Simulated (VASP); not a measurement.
# W (Im-3m) in VASP: notebook, part 2 of 2

VASP 6.6.1. Earlier steps stand in the parts before.

## (3) Relaxation of cell and atoms, PBE

This run uses another cell than the first one, of 15.85 Å³/atom, 0.982 times its volume.

INCAR

```
SYSTEM = W
PREC = Accurate
ENCUT = 600
EDIFF = 1E-7
ISMEAR = -1
SIGMA = 0.1
LREAL = .False.
LASPH = .True.
NELM = 100
ALGO = Normal
ISIF = 3
LWAVE = .False.
LCHARG = .False.
GGA = PE
IBRION = 2
NSW = 80
EDIFFG = -0.01
```

KPOINTS

```
regular mesh
0
Gamma
  14 14 14
  0 0 0
```

POSCAR

```
W
1.0
   -1.5823400000      1.5823400000      1.5823400000
    1.5823400000     -1.5823400000      1.5823400000
    1.5823400000      1.5823400000     -1.5823400000
W
1
Direct
    0.0000000000      0.0000000000      0.0000000000
```

Potentials or basis: VASP PAW PBE potentials, release 64 (W_sv).

Run with:

```sh
cat potpaw_PBE.64/W_sv/POTCAR > POTCAR
mpirun -np 1 vasp_std > vasp.out
```

OUTCAR:

```text
SYSTEM = W
   PREC = Accurate
   ENCUT = 600
   EDIFF = 1E-7
   ISMEAR = -1
   LREAL = .False.
   LASPH = .True.
   NELM = 100
   ISIF = 3
   GGA = PE
   IBRION = 2
   NSW = 80
   EDIFFG = -0.01

 ion  position               nearest neighbor table
   1  0.000  0.000  0.000-

  LATTYP: Found a body centered cubic cell.
 ALAT       =     3.1646800000

  Lattice vectors:

 A1 = (  -1.5823400000,   1.5823400000,   1.5823400000)
 A2 = (   1.5823400000,  -1.5823400000,   1.5823400000)
 A3 = (   1.5823400000,   1.5823400000,  -1.5823400000)

Analysis of symmetry for initial positions (statically):
=====================================================================
 Subroutine PRICEL returns:
 Original cell was already a primitive cell.

 Routine SETGRP: Setting up the symmetry group for a
 body centered cubic supercell.

 Subroutine GETGRP returns: Found 48 space group operations
 (whereof 48 operations were pure point group operations)
 out of a pool of 48 trial point group operations.

The static configuration has the point symmetry O_h .

Analysis of symmetry for dynamics (positions and initial velocities):
=====================================================================
 Subroutine PRICEL returns:
 Original cell was already a primitive cell.

 Routine SETGRP: Setting up the symmetry group for a
 body centered cubic supercell.

 Subroutine GETGRP returns: Found 48 space group operations
 (whereof 48 operations were pure point group operations)
 out of a pool of 48 trial point group operations.

The dynamic configuration has the point symmetry O_h .

 Subroutine INISYM returns: Found 48 space group operations
 (whereof 48 operations are pure point group operations),
 and found     1 'primitive' translations

----------------------------------------------------------------------------------------

                                     Primitive cell

  volume of cell :      15.8475

  direct lattice vectors                    reciprocal lattice vectors
    -1.582340000  1.582340000  1.582340000     0.000000000  0.315987714  0.315987714
     1.582340000 -1.582340000  1.582340000     0.315987714  0.000000000  0.315987714
     1.582340000  1.582340000 -1.582340000     0.315987714  0.315987714  0.000000000

  length of vectors
     2.740693275  2.740693275  2.740693275     0.446874111  0.446874111  0.446874111

  position of ions in fractional coordinates (direct lattice)
     0.000000000  0.000000000  0.000000000

  ion indices of the primitive-cell ions
   primitive index   ion index
                 1           1

----------------------------------------------------------------------------------------

 KPOINTS: regular mesh

Automatic generation of k-mesh.
 Grid dimensions read from file:
 generate k-points for:   14   14   14

 Generating k-lattice:

[... 45 lines left out ...]
   total plane-waves  NPLWV =  13824
   dimension x,y,z NGX =    24 NGY =   24 NGZ =   24
   dimension x,y,z NGXF=    48 NGYF=   48 NGZF=   48
   ions per type =               1
   NGX,Y,Z   is equivalent  to a cutoff of  14.56, 14.56, 14.56 a.u.
   NGXF,Y,Z  is equivalent  to a cutoff of  29.12, 29.12, 29.12 a.u.
 SYSTEM =  W
   PREC   = accura    normal or accurate (medium, high low for compatibility)
   ISTART =      0    job   : 0-new  1-cont  2-samecut
   ICHARG =      2    charge: 1-file 2-atom 10-const
   ISPIN  =      1    spin polarized calculation?
   LNONCOLLINEAR =      F non collinear calculations
   LSORBIT =      F    spin-orbit coupling
   LASPH  =      T    aspherical Exc in radial PAW
   ENCUT  =  600.0 eV  44.10 Ry    6.64 a.u.   5.47  5.47  5.47*2*pi/ulx,y,z
   NELM   =    100;   NELMIN=  2; NELMDL= -5     # of ELM steps
   EDIFF  = 0.1E-06   stopping-criterion for ELM
   LREAL  =      F    real-space projection
   EDIFFG = -.1E-01   stopping-criterion for IOM
   NSW    =     80    number of steps for IOM
   IBRION =      2    ionic relax: 0-MD 1-quasi-New 2-CG
   NFREE  =      1    steps in history (QN), initial steepest desc. (CG)
   ISIF   =      3    stress and relaxation
   ISYM   =      2    0-nonsym 1-usesym 2-fastsym
   POTIM  = 0.5000    time-step for ionic-motion
   TEBEG  =    0.0;   TEEND  =   0.0 temperature during run
   PSTRESS=    0.0 pullay stress
   NELECT =      14.0000    total number of electrons
   NUPDOWN=      -1.0000    fix difference up-down
   EMIN   =  10.00;   EMAX   =-10.00  energy-range for DOS
   EFERMI =   0.00;   METHOD = LEGACY
   ISMEAR =    -1;   SIGMA  =   0.10  broadening in eV -4-tet -1-fermi 0-gaus
   EFERMI_NEDOS =   21; number of points for ismear=-14 and -15
   IALGO  =     38    algorithm
   IMIX   =      4    mixing-type and parameters
     AMIX     =   0.40;   BMIX     =  1.00
     AMIX_MAG =   1.60;   BMIX_MAG =  1.00
  volume/ion in A,a.u.               =      15.85       106.94
  Fermi-wavevector in a.u.,A,eV,Ry     =   1.570837  2.968451 33.572756  2.467528
  Thomas-Fermi vector in A             =   2.672510
   LORBIT       =      0    0 simple, 1 ext, 2 COOP (PROOUT), +10 PAW based schemes
   GGA     = PE    functional components
   LHFCALC =     F    Hartree Fock is set to
   AEXX    =    0.0000 exact exchange contribution
   IVDW    =     0    specifies the selected vdW correction
   LEPSILON=     F    determine dielectric tensor
   LRPA    =     F    only Hartree local field effects (RPA)
 conjugate gradient relaxation of ions
 non-spin polarized calculation
  energy-cutoff  :      600.00
  volume of cell :       15.85
 maximum number of plane-waves:       546
 NGX is ok and might be reduce to    24
   NGX = 11   NGY = 11   NGZ = 11

--------------------------------------- Ionic step        1  -------------------------------------------

 number of electron      14.0000002 magnetization

 Free energy of the ion-electron system (eV)
  ---------------------------------------------------
  ext. energy  EPLUGINS =         0.00000000
  ---------------------------------------------------
  free energy    TOTEN  =       -12.95131063 eV

  energy without entropy =      -12.93213933  energy(sigma->0) =      -12.94172498

------------------------ aborting loop because EDIFF is reached ----------------------------------------

  FORCE on cell =-STRESS in cart. coord.  units (eV):
  Direction    XX          YY          ZZ          XY          YZ          ZX
  --------------------------------------------------------------------------------------
  -------------------------------------------------------------------------------------
  Total        0.6401721      0.6401721      0.6401721      0.0000000     -0.0000000     -0.0000000
  in kB       64.7214062     64.7214062     64.7214062      0.0000000     -0.0000000     -0.0000000
  external PRESSURE =      64.7214062 kB  Pullay stress =       0.0000000 kB
[... 92 lines left out ...]
--------------------------------------- Ionic step        4  -------------------------------------------

 number of electron      14.0000002 magnetization

 Free energy of the ion-electron system (eV)
  ---------------------------------------------------
  ext. energy  EPLUGINS =         0.00000000
  ---------------------------------------------------
  free energy    TOTEN  =       -12.95778110 eV

  energy without entropy =      -12.93903511  energy(sigma->0) =      -12.94840810

 E-fermi :  11.2090     XC(G=0): -13.5276

 val. band max:       11.1674498903   @ k =   0.5000   0.5000   0.2143
 cond. band min:      11.2432591173   @ k =  -0.4286   0.5000   0.2857
 fundamental gap:      0.0758092271
 Fermi energy:        11.2090323893

 k-point     1 :       0.0000    0.0000    0.0000
  band No.  band energies     occupation
      1     -63.0618      2.00000
      2     -26.6522      2.00000
      3     -26.6522      2.00000
      4     -26.6522      2.00000
      5       1.6289      2.00000
      6       9.9551      1.99999
      7       9.9551      1.99999
      8       9.9551      1.99999
      9      13.3653      0.00000
     10      13.3653      0.00000
     11      25.6252      0.00000
[... 309 lines left out ...]
 k-point    24 :       0.3571    0.2857    0.0000
  band No.  band energies     occupation
      1     -62.9246      2.00000
      2     -27.5776      2.00000
      3     -27.3940      2.00000
      4     -26.8033      2.00000
      5       6.8023      2.00000
      6       8.2087      2.00000
      7       8.8880      2.00000
      8      13.5788      0.00000
      9      14.1564      0.00000
     10      19.2793      0.00000
     11      21.1204      0.00000

 [... further k-points ...]

------------------------ aborting loop because EDIFF is reached ----------------------------------------

  FORCE on cell =-STRESS in cart. coord.  units (eV):
  Direction    XX          YY          ZZ          XY          YZ          ZX
  --------------------------------------------------------------------------------------
  -------------------------------------------------------------------------------------
  Total       -0.0007304     -0.0007304     -0.0007304      0.0000000     -0.0000000     -0.0000000
  in kB       -0.0723519     -0.0723519     -0.0723519      0.0000000     -0.0000000     -0.0000000
  external PRESSURE =      -0.0723519 kB  Pullay stress =       0.0000000 kB
[... 16 lines left out ...]
  FREE ENERGIE OF THE ION-ELECTRON SYSTEM (eV)
  ---------------------------------------------------
  free  energy   TOTEN  =       -12.9577810975 eV

  energy  without entropy=      -12.9390351054  energy(sigma->0) =      -12.94840810

 reached required accuracy - stopping structural energy minimisation
```

OSZICAR:

```text
N       E                     dE             d eps       ncg     rms          rms(c)
DAV:   1     0.854468303768E+02    0.85447E+02   -0.85529E+03  2288   0.160E+03
DAV:   2    -0.117905397492E+02   -0.97237E+02   -0.93819E+02  2462   0.361E+02
[... 31 lines left out ...]
   3 F= -.12957775E+02 E0= -.12948408E+02  d E =-.646399E-02
       N       E                     dE             d eps       ncg     rms          rms(c)
DAV:   1    -0.129578295536E+02   -0.54969E-04   -0.11398E-03  2354   0.534E-01    0.889E-02
DAV:   2    -0.129577868996E+02    0.42654E-04   -0.63099E-05  2333   0.108E-01    0.200E-02
DAV:   3    -0.129577803179E+02    0.65816E-05   -0.19265E-05  2393   0.579E-02    0.156E-02
DAV:   4    -0.129577811391E+02   -0.82111E-06   -0.48075E-07  2351   0.936E-03    0.192E-03
DAV:   5    -0.129577810975E+02    0.41570E-07   -0.35122E-08  1218   0.248E-03
   4 F= -.12957781E+02 E0= -.12948408E+02  d E =-.647047E-02
```

CONTCAR:

```text
W
   1.00000000000000
    -1.5931533287981736    1.5931533287981736    1.5931533287981736
     1.5931533287981736   -1.5931533287981736    1.5931533287981736
     1.5931533287981736    1.5931533287981736   -1.5931533287981736
  W
     1
Direct
     0.0000000000000000    0.0000000000000000    0.0000000000000000

  0.00000000E+00  0.00000000E+00  0.00000000E+00
```

It took 92 s on 1 thread of AMD EPYC 7R13, shared host; peak memory 0.13 GiB.

Results:

* Free energy: -12.9578 eV
* Relaxed volume: 16.17 Å³/atom
* Relaxed cell: a = 2.759 Å, b = 2.759 Å, c = 2.759 Å, α = 109.47°, β = 109.47°, γ = 109.47°
* Space group after relaxing (to 0.05 Å): Im-3m (No. 229)
* Energy gained by relaxing: 6.5 meV/atom
* Ionic steps: 4
* Pressure after relaxing: 0.0 GPa
* Band gap on the k mesh: zero (band 7 reaches 16.17 eV, above the bottom of band 8 at 9.96 eV)

The path:
```tsv
step	energy change (eV)	largest force (eV/Å)	pressure (GPa)	volume (Å³)
1	0.0000	0.0000	6.47	15.85
2	0.0668	0.0000	-18.60	17.36
3	-0.0065	0.0000	-0.19	16.18
4	-0.0065	0.0000	-0.01	16.17
```

Final structure:
```
W
1.0
    -1.59315    1.59315    1.59315
     1.59315   -1.59315    1.59315
     1.59315    1.59315   -1.59315
W
1
Direct
  0.00000 0.00000 0.00000
```

Caveat: spin-orbit coupling is left out, which moves the levels of the heavy elements.

## (4) Single point, PBE (volume scaled by 0.88)

INCAR

```
SYSTEM = W
PREC     = Accurate       ! precision mode
ENCUT    = 520            ! plane-wave cutoff, eV
EDIFF    = 1E-6           ! SCF threshold, eV
ISMEAR   = -1             ! smearing method
SIGMA    = 0.1            ! smearing width, eV
LREAL    = .FALSE.        ! projectors in reciprocal space
LASPH    = .TRUE.         ! aspherical terms in the spheres
NELM     = 60             ! most SCF steps
ALGO     = Normal         ! electronic algorithm
ISIF     = 2              ! what is computed and relaxed
LWAVE    = .FALSE.        ! write WAVECAR
LCHARG   = .FALSE.        ! write CHGCAR
GGA      = PE             ! functional
NBANDS   = 13             ! bands
```

KPOINTS

```
Automatic mesh
0
G
  23 23 23
  0 0 0
```

POSCAR

```
W
1.0
   -1.5257532303      1.5257532303      1.5257532303
    1.5257532303     -1.5257532303      1.5257532303
    1.5257532303      1.5257532303     -1.5257532303
W
1
Direct
    0.0000000000      0.0000000000      0.0000000000
```

Run with:

```sh
cat potpaw_PBE.64/W_sv/POTCAR > POTCAR
mpirun -np 1 vasp_std > vasp.out
```

It took 80 s on 1 thread of AMD EPYC 7R13, shared host; peak memory 0.15 GiB.

The run converged. Its results:

```
Free energy            : -12.6819 eV
Pressure               : 51.4 GPa
Band gap on the k mesh : zero (band 7 reaches 18.81 eV, above the bottom of band 8 at 11.67 eV)
```

Levels at points of the mesh, in eV from the Fermi level:
| k point | band 4 | band 5 | band 6 | band 7 | band 8 | band 9 | band 10 | band 11 |
| --- | --- | --- | --- | --- | --- | --- | --- | --- |
| (0.00, 0.00, 0.00) | -37.45 | -10.26 | -1.46 | -1.46 | -1.46 | 2.49 | 2.49 | 14.72 |

Caveat: the cell differs from its parent crystal (volume scaled by 0.88); spin-orbit coupling is left out, which moves the levels of the heavy elements.

## (5) Single point, PBE (volume scaled by 0.92)

INCAR

```
SYSTEM = W
PREC = Accurate
ENCUT = 520
EDIFF = 1E-6
ISMEAR = -1
SIGMA = 0.1
LREAL = .False.
LASPH = .True.
NELM = 100
ALGO = Normal
ISIF = 2
LWAVE = .False.
LCHARG = .True.
GGA = PE
LELF = .True.
LVHAR = .True.
NBANDS = 13
```

KPOINTS

```
Automatic mesh
0
Gamma
  23 23 23
  0 0 0
```

POSCAR

```
W
1.0
   -1.5485290244      1.5485290244      1.5485290244
    1.5485290244     -1.5485290244      1.5485290244
    1.5485290244      1.5485290244     -1.5485290244
W
1
Direct
    0.0000000000      0.0000000000      0.0000000000
```

Run with:

```sh
cat potpaw_PBE.64/W_sv/POTCAR > POTCAR
mpirun -np 1 vasp_std > vasp.out
```

It took 73 s on 1 thread of AMD EPYC 7R13, shared host; peak memory 0.15 GiB.

The run converged. Its results:

| Quantity | Value |
| --- | --- |
| Free energy | -12.8463 eV |
| Pressure | 30.7 GPa |
| Band gap on the k mesh | zero (band 7 reaches 17.79 eV, above the bottom of band 8 at 11.07 eV) |

Levels at points of the mesh, in eV from the Fermi level:
| k point | band 5 | band 6 | band 7 | band 8 | band 9 | band 10 |
| --- | --- | --- | --- | --- | --- | --- |
| (0.00, 0.00, 0.00) | -10.00 | -1.36 | -1.36 | -1.36 | 2.40 | 2.40 |

Caveat: the cell differs from its parent crystal (volume scaled by 0.92); spin-orbit coupling is left out, which moves the levels of the heavy elements.

## (6) Single point, PBE (volume scaled by 0.96)

INCAR is that of step 5.

KPOINTS is that of step 5.

POSCAR

```
W
1.0
   -1.5706538568      1.5706538568      1.5706538568
    1.5706538568     -1.5706538568      1.5706538568
    1.5706538568      1.5706538568     -1.5706538568
W
1
Direct
    0.0000000000      0.0000000000      0.0000000000
```

Potentials or basis: VASP PAW PBE potentials, release 64 (W_sv).

Run with:

```sh
cat potpaw_PBE.64/W_sv/POTCAR > POTCAR
mpirun -np 1 vasp_std > vasp.out
```

Wall time 61 s (1 thread of AMD EPYC 7R13, shared host); peak memory 0.15 GiB.

Results (log left out):

```
Free energy            : -12.9354 eV
Pressure               : 13.9 GPa
Band gap on the k mesh : zero (band 7 reaches 16.85 eV, above the bottom of band 8 at 10.51 eV)
```

Levels at points of the mesh, in eV from the Fermi level:
```
           k point  band 3  band 4  band 5  band 6  band 7  band 8  band 9  band 10  band 11  band 12
(0.00, 0.00, 0.00)  -37.68  -37.68   -9.76   -1.27   -1.27   -1.27    2.32     2.32    14.57    14.57
```

Caveat: the cell differs from its parent crystal (volume scaled by 0.96); spin-orbit coupling is left out, which moves the levels of the heavy elements.

## (7) Summary

```csv
task,cell,k mesh,cutoff (eV),gap on the mesh (eV),pressure (GPa)
single point,"a = 2.758 Å, angles 109.5°, 1 atom",14 × 14 × 14,520,none,0.5
relaxation of cell and atoms,"relaxed from a = 2.741 Å, angles 109.5°, 1 atom",14 × 14 × 14,600,none,0.0
single point,"a = 2.643 Å, angles 109.5°, 1 atom",23 × 23 × 23,520,none,51.4
single point,"a = 2.682 Å, angles 109.5°, 1 atom",23 × 23 × 23,520,none,30.7
single point,"a = 2.720 Å, angles 109.5°, 1 atom",23 × 23 × 23,520,none,13.9
```

Alike in all rows: level PBE; potentials or basis VASP PAW PBE potentials, release 64 (W_sv); no spin polarisation; smearing fermi-dirac 0.1 eV.

Caveats: spin-orbit coupling is left out, which moves the levels of the heavy elements.

Absolute energies hang on the potentials; compare differences alone.
